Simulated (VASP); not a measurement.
Runs of VASP 6.6.1 on Cu. The structure is that of space group Fm-3m (No. 225), or close to it. The cells are those of the table. 

| cell | gap on the mesh (eV) | pressure (GPa) |
| --- | --- | --- |
| a = 2.614, b = 2.614, c = 2.633 Å, angles 59.8, 59.8, 60.5°, 1 atom | none | -13.9 |
| a = 2.556, b = 2.556, c = 2.518 Å, angles 60.5, 60.5, 59.0°, 1 atom | none | (b) |
| a = 2.518, b = 2.518, c = 2.480 Å, angles 60.5, 60.5, 59.0°, 1 atom | none | (a) |
| a = 2.538, b = 2.538, c = 2.595 Å, angles 59.3, 59.3, 61.5°, 1 atom | none | -5.6 |
| a = 2.556, b = 2.556, c = 2.595 Å, angles 59.5, 59.5, 61.0°, 1 atom | none | -7.7 |

Alike in all rows: task single point; level PBEsol; potentials or basis VASP PAW PBE potentials, release 64 (Cu); no spin polarisation; k mesh 22 × 22 × 22; cutoff (eV) 520; smearing gaussian 0.15 eV.

Q: Fill in the values left out.

A: (a) 3.8; (b) -3.6.

Caveats: the PAW data sets were made with another functional, which shifts forces and pressure a little.

A gap of «none» marks levels without a gap at the run's occupations.
